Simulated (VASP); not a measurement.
# BaO (Fm-3m) in VASP: a series of runs

BaO is run at these levels: r2SCAN, PBE; tasks: single point.

Program: VASP 6.6.1. These are calculated values, not measurements. Logs are shortened: lines on timing, memory, paths and dates and some standing lists are left out, and cuts for length are marked.

**1. The cell of the first run**

It takes space group Fm-3m (No. 225, cubic). The conventional cell has a = 5.544 Å, b = 5.544 Å, c = 5.544 Å, α = 90.00°, β = 90.00°, γ = 90.00°. Ba (site symmetry m-3m) has 6 O at 2.77 Å within 3.7 Å. Within 3.7 Å of O (site symmetry m-3m) lie 6 Ba at 2.77 Å.

**2. Single point, r2SCAN**

The input, POSCAR:

```
BaO
1.0
    0.0000000000      2.7719426833      2.7719426833
    2.7719426833      0.0000000000      2.7719426833
    2.7719426833      2.7719426833      0.0000000000
Ba O
1 1
Direct
    0.0000000000      0.0000000000      0.0000000000
    0.5000000000      0.5000000000      0.5000000000
```

The input, INCAR.step1:

```
SYSTEM = BaO
PREC = Accurate
ENCUT = 660
ISMEAR = 0
SIGMA = 0.01
LREAL = .False.
LASPH = .True.
NELM = 120
NBANDS = 15
GGA = PE
ALGO = Normal
EDIFF = 1E-5
LWAVE = .True.
LCHARG = .False.
GGA_COMPAT = .False.
```

The input, INCAR.step2:

```
SYSTEM = BaO
PREC = Accurate
ENCUT = 660
EDIFF = 1E-6
ISMEAR = 0
SIGMA = 0.01
LREAL = .False.
LASPH = .True.
NELM = 120
ALGO = Normal
ISIF = 2
LWAVE = .False.
LCHARG = .False.
METAGGA = R2SCAN
LMIXTAU = .True.
NBANDS = 15
ISTART = 1
GGA_COMPAT = .False.
```

The input, KPOINTS:

```
Automatic mesh
0
Gamma
  6 6 6
  0 0 0
```

Potentials or basis: VASP PAW PBE potentials, release 64 (Ba_sv, O).

Started as:

```console
cat potpaw_PBE.64/Ba_sv/POTCAR potpaw_PBE.64/O/POTCAR > POTCAR
cp INCAR.step1 INCAR
mpirun -np 1 vasp_std > vasp.out
cp INCAR.step2 INCAR
mpirun -np 1 vasp_std > vasp.out
```

OUTCAR:

```text
SYSTEM = BaO
   PREC = Accurate
   ENCUT = 660
   EDIFF = 1E-6
   ISMEAR = 0
   LREAL = .False.
   LASPH = .True.
   NELM = 120
   ISIF = 2
   METAGGA = R2SCAN
   ISTART = 1

 ion  position               nearest neighbor table
   1  0.000  0.000  0.000-   2 2.77   2 2.77   2 2.77   2 2.77   2 2.77   2 2.77
   2  0.500  0.500  0.500-   1 2.77   1 2.77   1 2.77   1 2.77   1 2.77   1 2.77

  LATTYP: Found a face centered cubic cell.
 ALAT       =     5.5438853666

  Lattice vectors:

 A1 = (   0.0000000000,   2.7719426833,   2.7719426833)
 A2 = (   2.7719426833,   0.0000000000,   2.7719426833)
 A3 = (   2.7719426833,   2.7719426833,   0.0000000000)

Analysis of symmetry for initial positions (statically):
=====================================================================
 Subroutine PRICEL returns:
 Original cell was already a primitive cell.

 Routine SETGRP: Setting up the symmetry group for a
 face centered cubic supercell.

 Subroutine GETGRP returns: Found 48 space group operations
 (whereof 48 operations were pure point group operations)
 out of a pool of 48 trial point group operations.

The static configuration has the point symmetry O_h .

Analysis of symmetry for dynamics (positions and initial velocities):
=====================================================================
 Subroutine PRICEL returns:
 Original cell was already a primitive cell.

 Routine SETGRP: Setting up the symmetry group for a
 face centered cubic supercell.

 Subroutine GETGRP returns: Found 48 space group operations
 (whereof 48 operations were pure point group operations)
 out of a pool of 48 trial point group operations.

The dynamic configuration has the point symmetry O_h .

 Subroutine INISYM returns: Found 48 space group operations
 (whereof 48 operations are pure point group operations),
 and found     1 'primitive' translations

----------------------------------------------------------------------------------------

                                     Primitive cell

  volume of cell :      42.5974

  direct lattice vectors                    reciprocal lattice vectors
     0.000000000  2.771942683  2.771942683    -0.180378910  0.180378910  0.180378910
     2.771942683  0.000000000  2.771942683     0.180378910 -0.180378910  0.180378910
     2.771942683  2.771942683  0.000000000     0.180378910  0.180378910 -0.180378910

  length of vectors
     3.920118937  3.920118937  3.920118937     0.312425437  0.312425437  0.312425437

  position of ions in fractional coordinates (direct lattice)
     0.000000000  0.000000000  0.000000000
     0.500000000  0.500000000  0.500000000

  ion indices of the primitive-cell ions
   primitive index   ion index
                 1           1
                 2           2

----------------------------------------------------------------------------------------

 KPOINTS: Automatic mesh

Automatic generation of k-mesh.
 Grid dimensions read from file:
 generate k-points for:    6    6    6

 Generating k-lattice:

  Cartesian coordinates                     Fractional coordinates (reciprocal lattice)
    -0.030063152  0.030063152  0.030063152     0.166666667  0.000000000  0.000000000
     0.030063152 -0.030063152  0.030063152     0.000000000  0.166666667  0.000000000
     0.030063152  0.030063152 -0.030063152     0.000000000  0.000000000  0.166666667

  Length of vectors
     0.052070906  0.052070906  0.052070906

  Shift w.r.t. Gamma in fractional coordinates (k-lattice)
     0.000000000  0.000000000  0.000000000

 Subroutine IBZKPT returns following result:
 ===========================================

 Found     16 irreducible k-points:

 Following reciprocal coordinates:
            Coordinates               Weight
  0.000000  0.000000  0.000000      1.000000
  0.166667  0.000000  0.000000      8.000000
  0.333333  0.000000  0.000000      8.000000
  0.500000  0.000000  0.000000      4.000000
  0.166667  0.166667  0.000000      6.000000
  0.333333  0.166667  0.000000     24.000000
[... 8 lines left out ...]
 -0.333333  0.333333  0.166667     24.000000
 -0.333333  0.500000  0.166667     12.000000
   k-points           NKPTS =     16   k-points in BZ     NKDIM =     16   number of bands    NBANDS=     15
   number of dos      NEDOS =    301   number of ions     NIONS =      2
   total plane-waves  NPLWV =  46656
   dimension x,y,z NGX =    36 NGY =   36 NGZ =   36
   dimension x,y,z NGXF=    72 NGYF=   72 NGZF=   72
   ions per type =               1   1
   NGX,Y,Z   is equivalent  to a cutoff of  15.27, 15.27, 15.27 a.u.
   NGXF,Y,Z  is equivalent  to a cutoff of  30.53, 30.53, 30.53 a.u.
 SYSTEM =  BaO
   PREC   = accura    normal or accurate (medium, high low for compatibility)
   ISTART =      1    job   : 0-new  1-cont  2-samecut
   ICHARG =      0    charge: 1-file 2-atom 10-const
   ISPIN  =      1    spin polarized calculation?
   LNONCOLLINEAR =      F non collinear calculations
   LSORBIT =      F    spin-orbit coupling
   LASPH  =      T    aspherical Exc in radial PAW
   ENCUT  =  660.0 eV  48.51 Ry    6.96 a.u.   8.21  8.21  8.21*2*pi/ulx,y,z
   NELM   =    120;   NELMIN=  2; NELMDL=  0     # of ELM steps
   EDIFF  = 0.1E-05   stopping-criterion for ELM
   LREAL  =      F    real-space projection
   EDIFFG = 0.1E-04   stopping-criterion for IOM
   NSW    =      0    number of steps for IOM
   IBRION =     -1    ionic relax: 0-MD 1-quasi-New 2-CG
   NFREE  =      0    steps in history (QN), initial steepest desc. (CG)
   ISIF   =      2    stress and relaxation
   ISYM   =      2    0-nonsym 1-usesym 2-fastsym
   POTIM  = 0.5000    time-step for ionic-motion
   TEBEG  =    0.0;   TEEND  =   0.0 temperature during run
   PSTRESS=    0.0 pullay stress
   NELECT =      16.0000    total number of electrons
   NUPDOWN=      -1.0000    fix difference up-down
   EMIN   =  10.00;   EMAX   =-10.00  energy-range for DOS
   EFERMI =   0.00;   METHOD = LEGACY
   ISMEAR =     0;   SIGMA  =   0.01  broadening in eV -4-tet -1-fermi 0-gaus
   EFERMI_NEDOS =   21; number of points for ismear=-14 and -15
   IALGO  =     38    algorithm
   IMIX   =      4    mixing-type and parameters
     AMIX     =   0.40;   BMIX     =  1.00
     AMIX_MAG =   1.60;   BMIX_MAG =  1.00
  volume/ion in A,a.u.               =      21.30       143.73
  Fermi-wavevector in a.u.,A,eV,Ry     =   1.181192  2.232130 18.983054  1.395215
  Thomas-Fermi vector in A             =   2.317470
   LORBIT       =      0    0 simple, 1 ext, 2 COOP (PROOUT), +10 PAW based schemes
   METAGGA = R2SCAN    functional components
   LHFCALC =     F    Hartree Fock is set to
   AEXX    =    0.0000 exact exchange contribution
   IVDW    =     0    specifies the selected vdW correction
   LEPSILON=     F    determine dielectric tensor
   LRPA    =     F    only Hartree local field effects (RPA)
 non-spin polarized calculation
 Gauss-broadening in eV      SIGMA  =   0.01
  energy-cutoff  :      660.00
  volume of cell :       42.60
 maximum number of plane-waves:      1676
 NGX is ok and might be reduce to    36
   NGX = 17   NGY = 17   NGZ = 17

 number of electron      16.0000001 magnetization

 Free energy of the ion-electron system (eV)
  ---------------------------------------------------
  ext. energy  EPLUGINS =         0.00000000
  ---------------------------------------------------
  free energy    TOTEN  =       -37.82623449 eV

  energy without entropy =      -37.82623449  energy(sigma->0) =      -37.82623449

 E-fermi :   1.6783     XC(G=0): -10.1523

 val. band max:        1.6314656772   @ k =   0.5000   0.5000   0.0000
 cond. band min:       3.9493322570   @ k =   0.5000   0.5000   0.0000
 fundamental gap:      2.3178665798
 Fermi energy:         1.6783458846

 k-point     1 :       0.0000    0.0000    0.0000
  band No.  band energies     occupation
      1     -25.0442      2.00000
      2     -14.3438      2.00000
      3      -9.1301      2.00000
      4      -9.1301      2.00000
      5      -9.1301      2.00000
      6       1.2663      2.00000
      7       1.2663      2.00000
      8       1.2663      2.00000
      9       5.7482      0.00000
     10       6.7568      0.00000
     11       6.7568      0.00000
     12       6.7568      0.00000
     13       9.1922      0.00000
     14       9.1922      0.00000
     15      12.0081      0.00000

 k-point     2 :       0.1667    0.0000    0.0000
  band No.  band energies     occupation
      1     -24.9798      2.00000
      2     -14.5135      2.00000
      3      -9.2035      2.00000
      4      -9.1598      2.00000
      5      -9.1598      2.00000
      6       0.7591      2.00000
      7       0.9408      2.00000
      8       0.9408      2.00000
      9       6.4687      0.00000
     10       6.9153      0.00000
     11       7.2719      0.00000
     12       7.2719      0.00000
     13       9.8816      0.00000
     14       9.8816      0.00000
     15      13.6601      0.00000

 k-point     3 :       0.3333    0.0000    0.0000
  band No.  band energies     occupation
      1     -24.8461      2.00000
      2     -14.8566      2.00000
      3      -9.3365      2.00000
      4      -9.2173      2.00000
      5      -9.2173      2.00000
      6      -0.0087      2.00000
      7       0.3864      2.00000
      8       0.3864      2.00000
      9       6.6459      0.00000
     10       8.5121      0.00000
     11       8.5121      0.00000
     12       9.1041      0.00000
     13      11.4346      0.00000
     14      11.4346      0.00000
     15      16.0725      0.00000
[... 199 lines left out ...]
 k-point    15 :      -0.3333    0.3333    0.1667
  band No.  band energies     occupation
      1     -24.7210      2.00000
      2     -14.7992      2.00000
      3      -9.9761      2.00000
      4      -9.9703      2.00000
      5      -9.2344      2.00000
      6       0.2056      2.00000
      7       1.0670      2.00000
      8       1.0869      2.00000
      9       6.7675      0.00000
     10       7.0274      0.00000
     11       9.5816      0.00000
     12      10.6902      0.00000
     13      12.1989      0.00000
     14      14.3897      0.00000
     15      14.8095      0.00000

 k-point    16 :      -0.3333    0.5000    0.1667
  band No.  band energies     occupation
      1     -24.7037      2.00000
      2     -14.6698      2.00000
      3     -10.3973      2.00000
      4      -9.9539      2.00000
      5      -9.3410      2.00000
      6       0.5682      2.00000
      7       1.3896      2.00000
      8       1.5116      2.00000
      9       5.2641      0.00000
     10       8.2561      0.00000
     11       8.8884      0.00000
     12      11.8196      0.00000
     13      11.8642      0.00000
     14      14.6238      0.00000
     15      14.6722      0.00000

------------------------ aborting loop because EDIFF is reached ----------------------------------------

  FORCE on cell =-STRESS in cart. coord.  units (eV):
  Direction    XX          YY          ZZ          XY          YZ          ZX
  --------------------------------------------------------------------------------------
  -------------------------------------------------------------------------------------
  Total        0.4198995      0.4198995      0.4198995      0.0000000      0.0000000     -0.0000000
  in kB       15.7933131     15.7933131     15.7933131      0.0000000      0.0000000     -0.0000000
  external PRESSURE =      15.7933131 kB  Pullay stress =       0.0000000 kB

 VOLUME and BASIS-vectors are now :
 -----------------------------------------------------------------------------
  energy-cutoff  :      660.00
  volume of cell :       42.60
      direct lattice vectors                 reciprocal lattice vectors
     0.000000000  2.771942683  2.771942683    -0.180378910  0.180378910  0.180378910
     2.771942683  0.000000000  2.771942683     0.180378910 -0.180378910  0.180378910
     2.771942683  2.771942683  0.000000000     0.180378910  0.180378910 -0.180378910

 POSITION                                       TOTAL-FORCE (eV/Angst)
 -----------------------------------------------------------------------------------
      0.00000      0.00000      0.00000        -0.000000     -0.000000     -0.000000
      2.77194      2.77194      2.77194         0.000000      0.000000      0.000000
 -----------------------------------------------------------------------------------
    total drift:                                0.000000      0.000000      0.000000

  FREE ENERGIE OF THE ION-ELECTRON SYSTEM (eV)
  ---------------------------------------------------
  free  energy   TOTEN  =       -37.8262344937 eV

  energy  without entropy=      -37.8262344937  energy(sigma->0) =      -37.82623449
```

Run time: 48 s. Hardware: 1 thread of AMD EPYC 9R45 (Zen 5), shared host; peak memory 0.19 GiB.

Results:

| Quantity | Value |
| --- | --- |
| Free energy | -37.8262 eV |
| Pressure | 1.6 GPa |
| Band gap on the k mesh | 2.32 eV |

Caveat: the PAW data sets were made with another functional, which shifts forces and pressure a little; spin-orbit coupling is left out, which moves the levels of the heavy elements. A k mesh can miss the band edges.

(Continued in part 2 of 3.)
